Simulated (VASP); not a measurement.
# ZrOs (Pm-3m) in VASP: notebook

ZrOs is run at these levels: LDA; tasks: single point, relaxation of cell and atoms.

All numbers are computed with VASP 6.6.1; they aren't measurements. Logs are shortened: lines on timing, memory, paths and dates and some standing lists are left out, and cuts for length are marked.

**1. The cell of the first run**

Symmetry: Pm-3m, No. 221, cubic system. Conventional cell: a = 3.227 Å, b = 3.227 Å, c = 3.227 Å, α = 90.00°, β = 90.00°, γ = 90.00°. Within 3.7 Å of Zr (site symmetry m-3m) lie 8 Os at 2.79 Å and 6 Zr at 3.23 Å. Within 3.7 Å of Os (site symmetry m-3m) lie 8 Zr at 2.79 Å and 6 Os at 3.23 Å.

**2. Single point, LDA**

The input, INCAR:

```
SYSTEM = ZrOs
ALGO = Normal
EDIFF = 1E-7
ENCUT = 520
GGA = CA
ISIF = 2
ISMEAR = 0
LASPH = .True.
LCHARG = .True.
LELF = .True.
LREAL = .False.
LVHAR = .True.
LWAVE = .False.
NBANDS = 17
NELM = 100
PREC = Accurate
SIGMA = 0.1
```

The input, KPOINTS:

```
k-points
0
Gamma
  14 14 14
  0 0 0
```

The input, POSCAR:

```
ZrOs
1.0
    3.2266697554      0.0000000000      0.0000000000
    0.0000000000      3.2266697554      0.0000000000
    0.0000000000      0.0000000000      3.2266697554
Zr Os
1 1
Direct
    0.5000000000      0.5000000000      0.5000000000
    0.0000000000      0.0000000000      0.0000000000
```

Potentials or basis: VASP PAW LDA potentials, release 64 (Zr_sv, Os).

The run is started by

```console
$ cat potpaw_LDA.64/Zr_sv/POTCAR potpaw_LDA.64/Os/POTCAR > POTCAR
$ mpirun -np 1 vasp_std > vasp.out
```

OUTCAR:

```text
SYSTEM = ZrOs
   EDIFF = 1E-7
   ENCUT = 520
   GGA = CA
   ISIF = 2
   ISMEAR = 0
   LASPH = .True.
   LREAL = .False.
   NELM = 100
   PREC = Accurate

 ion  position               nearest neighbor table
   1  0.500  0.500  0.500-   2 2.79   2 2.79   2 2.79   2 2.79   2 2.79   2 2.79   2 2.79   2 2.79

   2  0.000  0.000  0.000-   1 2.79   1 2.79   1 2.79   1 2.79   1 2.79   1 2.79   1 2.79   1 2.79

  LATTYP: Found a simple cubic cell.
 ALAT       =     3.2266697554

  Lattice vectors:

 A1 = (   3.2266697554,   0.0000000000,   0.0000000000)
 A2 = (   0.0000000000,   3.2266697554,   0.0000000000)
 A3 = (   0.0000000000,   0.0000000000,   3.2266697554)

Analysis of symmetry for initial positions (statically):
=====================================================================
 Subroutine PRICEL returns:
 Original cell was already a primitive cell.

 Routine SETGRP: Setting up the symmetry group for a
 simple cubic supercell.

 Subroutine GETGRP returns: Found 48 space group operations
 (whereof 48 operations were pure point group operations)
 out of a pool of 48 trial point group operations.

The static configuration has the point symmetry O_h .

Analysis of symmetry for dynamics (positions and initial velocities):
=====================================================================
 Subroutine PRICEL returns:
 Original cell was already a primitive cell.

 Routine SETGRP: Setting up the symmetry group for a
 simple cubic supercell.

 Subroutine GETGRP returns: Found 48 space group operations
 (whereof 48 operations were pure point group operations)
 out of a pool of 48 trial point group operations.

The dynamic configuration has the point symmetry O_h .

 Subroutine INISYM returns: Found 48 space group operations
 (whereof 48 operations are pure point group operations),
 and found     1 'primitive' translations

----------------------------------------------------------------------------------------

                                     Primitive cell

  volume of cell :      33.5941

  direct lattice vectors                    reciprocal lattice vectors
     3.226669755  0.000000000  0.000000000     0.309917059  0.000000000  0.000000000
     0.000000000  3.226669755  0.000000000     0.000000000  0.309917059  0.000000000
     0.000000000  0.000000000  3.226669755     0.000000000  0.000000000  0.309917059

  length of vectors
     3.226669755  3.226669755  3.226669755     0.309917059  0.309917059  0.309917059

  position of ions in fractional coordinates (direct lattice)
     0.500000000  0.500000000  0.500000000
     0.000000000  0.000000000  0.000000000

  ion indices of the primitive-cell ions
   primitive index   ion index
                 1           1
                 2           2

----------------------------------------------------------------------------------------

 KPOINTS: k-points

Automatic generation of k-mesh.
 Grid dimensions read from file:
 generate k-points for:   14   14   14

 Generating k-lattice:

  Cartesian coordinates                     Fractional coordinates (reciprocal lattice)
     0.022136933  0.000000000  0.000000000     0.071428571  0.000000000  0.000000000
     0.000000000  0.022136933  0.000000000     0.000000000  0.071428571  0.000000000
     0.000000000  0.000000000  0.022136933     0.000000000  0.000000000  0.071428571

  Length of vectors
     0.022136933  0.022136933  0.022136933

  Shift w.r.t. Gamma in fractional coordinates (k-lattice)
     0.000000000  0.000000000  0.000000000

 Subroutine IBZKPT returns following result:
 ===========================================

 Found    120 irreducible k-points:

 Following reciprocal coordinates:
            Coordinates               Weight
  0.000000  0.000000  0.000000      1.000000
  0.071429  0.000000  0.000000      6.000000
  0.142857  0.000000  0.000000      6.000000
  0.214286  0.000000  0.000000      6.000000
  0.285714  0.000000  0.000000      6.000000
  0.357143  0.000000  0.000000      6.000000
[... 16 lines left out ...]
  0.285714  0.214286  0.000000     24.000000
  0.357143  0.214286  0.000000     24.000000
 [... further k-points ...]
   k-points           NKPTS =    120   k-points in BZ     NKDIM =    120   number of bands    NBANDS=     17
   number of dos      NEDOS =    301   number of ions     NIONS =      2
   total plane-waves  NPLWV =  13824
   dimension x,y,z NGX =    24 NGY =   24 NGZ =   24
   dimension x,y,z NGXF=    48 NGYF=   48 NGZF=   48
   ions per type =               1   1
   NGX,Y,Z   is equivalent  to a cutoff of  12.37, 12.37, 12.37 a.u.
   NGXF,Y,Z  is equivalent  to a cutoff of  24.73, 24.73, 24.73 a.u.
 SYSTEM =  ZrOs
   PREC   = accura    normal or accurate (medium, high low for compatibility)
   ISTART =      0    job   : 0-new  1-cont  2-samecut
   ICHARG =      2    charge: 1-file 2-atom 10-const
   ISPIN  =      1    spin polarized calculation?
   LNONCOLLINEAR =      F non collinear calculations
   LSORBIT =      F    spin-orbit coupling
   LASPH  =      T    aspherical Exc in radial PAW
   ENCUT  =  520.0 eV  38.22 Ry    6.18 a.u.   6.00  6.00  6.00*2*pi/ulx,y,z
   NELM   =    100;   NELMIN=  2; NELMDL= -5     # of ELM steps
   EDIFF  = 0.1E-06   stopping-criterion for ELM
   LREAL  =      F    real-space projection
   EDIFFG = 0.1E-05   stopping-criterion for IOM
   NSW    =      0    number of steps for IOM
   IBRION =     -1    ionic relax: 0-MD 1-quasi-New 2-CG
   NFREE  =      0    steps in history (QN), initial steepest desc. (CG)
   ISIF   =      2    stress and relaxation
   ISYM   =      2    0-nonsym 1-usesym 2-fastsym
   POTIM  = 0.5000    time-step for ionic-motion
   TEBEG  =    0.0;   TEEND  =   0.0 temperature during run
   PSTRESS=    0.0 pullay stress
   NELECT =      20.0000    total number of electrons
   NUPDOWN=      -1.0000    fix difference up-down
   EMIN   =  10.00;   EMAX   =-10.00  energy-range for DOS
   EFERMI =   0.00;   METHOD = LEGACY
   ISMEAR =     0;   SIGMA  =   0.10  broadening in eV -4-tet -1-fermi 0-gaus
   EFERMI_NEDOS =   21; number of points for ismear=-14 and -15
   IALGO  =     38    algorithm
   IMIX   =      4    mixing-type and parameters
     AMIX     =   0.40;   BMIX     =  1.00
     AMIX_MAG =   1.60;   BMIX_MAG =  1.00
  volume/ion in A,a.u.               =      16.80       113.35
  Fermi-wavevector in a.u.,A,eV,Ry     =   1.377200  2.602530 25.805892  1.896680
  Thomas-Fermi vector in A             =   2.502375
   LORBIT       =      0    0 simple, 1 ext, 2 COOP (PROOUT), +10 PAW based schemes
   GGA     = CA    functional components
   LHFCALC =     F    Hartree Fock is set to
   AEXX    =    0.0000 exact exchange contribution
   IVDW    =     0    specifies the selected vdW correction
   LEPSILON=     F    determine dielectric tensor
   LRPA    =     F    only Hartree local field effects (RPA)
 non-spin polarized calculation
 Gauss-broadening in eV      SIGMA  =   0.10
  energy-cutoff  :      520.00
  volume of cell :       33.59
 maximum number of plane-waves:       924
 NGX is ok and might be reduce to    24
   NGX = 11   NGY = 11   NGZ = 11

 number of electron      20.0000000 magnetization

 Free energy of the ion-electron system (eV)
  ---------------------------------------------------
  ext. energy  EPLUGINS =         0.00000000
  ---------------------------------------------------
  free energy    TOTEN  =       -23.07760502 eV

  energy without entropy =      -23.07549602  energy(sigma->0) =      -23.07655052

 E-fermi :  10.0780     XC(G=0): -13.0050

 val. band max:       10.0442944165   @ k =   0.4286   0.4286   0.0000
 cond. band min:      10.1003411201   @ k =   0.4286   0.1429   0.0000
 fundamental gap:      0.0560467036
 Fermi energy:        10.0780033509

 k-point     1 :       0.0000    0.0000    0.0000
  band No.  band energies     occupation
      1     -38.2858      2.00000
      2     -16.2865      2.00000
      3     -16.2865      2.00000
      4     -16.2865      2.00000
      5       2.0731      2.00000
      6       4.6969      2.00000
[... 9 lines left out ...]
     16      18.5089      0.00000
     17      18.5090      0.00000

 k-point     2 :       0.0714    0.0000    0.0000
  band No.  band energies     occupation
      1     -38.2831      2.00000
      2     -16.3176      2.00000
      3     -16.2855      2.00000
      4     -16.2855      2.00000
      5       2.1905      2.00000
      6       4.7507      2.00000
[... 9 lines left out ...]
     16      18.1480      0.00000
     17      19.1294      0.00000

 k-point     3 :       0.1429    0.0000    0.0000
  band No.  band energies     occupation
      1     -38.2754      2.00000
      2     -16.4037      2.00000
      3     -16.2826      2.00000
      4     -16.2826      2.00000
      5       2.5333      2.00000
      6       4.9103      2.00000
[... 9 lines left out ...]
     16      17.2807      0.00000
     17      20.4295      0.00000

 k-point     4 :       0.2143    0.0000    0.0000
  band No.  band energies     occupation
      1     -38.2643      2.00000
      2     -16.5258      2.00000
      3     -16.2785      2.00000
      4     -16.2785      2.00000
      5       3.0722      2.00000
      6       5.1690      2.00000
[... 9 lines left out ...]
     16      16.3108      0.00000
     17      21.9682      0.00000
[... 343 lines left out ...]
      1     -38.2450      2.00000
      2     -16.5262      2.00000
      3     -16.4718      2.00000
      4     -16.2638      2.00000
      5       3.7966      2.00000
      6       5.5548      2.00000
[... 9 lines left out ...]
     16      17.8049      0.00000
     17      20.1912      0.00000

 k-point    23 :       0.2857    0.2143    0.0000
  band No.  band energies     occupation
      1     -38.2340      2.00000
      2     -16.6265      2.00000
      3     -16.4786      2.00000
      4     -16.2554      2.00000
      5       4.2265      2.00000
      6       5.7207      2.00000
[... 9 lines left out ...]
     16      17.1140      0.00000
     17      20.8500      0.00000

 k-point    24 :       0.3571    0.2143    0.0000
  band No.  band energies     occupation
      1     -38.2240      2.00000
      2     -16.7313      2.00000
      3     -16.4681      2.00000
      4     -16.2477      2.00000
      5       4.6270      2.00000
      6       5.8490      2.00000
[... 9 lines left out ...]
     16      16.3731      0.00000
     17      21.7311      0.00000

 [... further k-points ...]

------------------------ aborting loop because EDIFF is reached ----------------------------------------

  FORCE on cell =-STRESS in cart. coord.  units (eV):
  Direction    XX          YY          ZZ          XY          YZ          ZX
  --------------------------------------------------------------------------------------
  -------------------------------------------------------------------------------------
  Total        0.0862070      0.0862070      0.0862070      0.0000000     -0.0000000      0.0000000
  in kB        4.1113998      4.1113998      4.1113998      0.0000000     -0.0000000      0.0000000
  external PRESSURE =       4.1113998 kB  Pullay stress =       0.0000000 kB

 VOLUME and BASIS-vectors are now :
 -----------------------------------------------------------------------------
  energy-cutoff  :      520.00
  volume of cell :       33.59
      direct lattice vectors                 reciprocal lattice vectors
     3.226669755  0.000000000  0.000000000     0.309917059  0.000000000  0.000000000
     0.000000000  3.226669755  0.000000000     0.000000000  0.309917059  0.000000000
     0.000000000  0.000000000  3.226669755     0.000000000  0.000000000  0.309917059

 POSITION                                       TOTAL-FORCE (eV/Angst)
 -----------------------------------------------------------------------------------
      1.61333      1.61333      1.61333         0.000000      0.000000      0.000000
      0.00000      0.00000      0.00000         0.000000      0.000000      0.000000
 -----------------------------------------------------------------------------------
    total drift:                                0.000000     -0.000000     -0.000000

  FREE ENERGIE OF THE ION-ELECTRON SYSTEM (eV)
  ---------------------------------------------------
  free  energy   TOTEN  =       -23.0776050151 eV

  energy  without entropy=      -23.0754960230  energy(sigma->0) =      -23.07655052
```

It took 21 s on 1 thread of Intel Xeon Platinum 8488C (Sapphire Rapids), shared host; peak memory 0.18 GiB.

What came out:

```yaml
Free_energy: -23.0776 eV
Pressure: 0.4 GPa
Band_gap_on_the_k_mesh: zero (band 10 reaches 10.76 eV, above the bottom of band 11 at 9.32 eV)
```

Caveat: spin-orbit coupling is left out, which moves the levels of the heavy elements.

(Continued in part 2 of 2.)
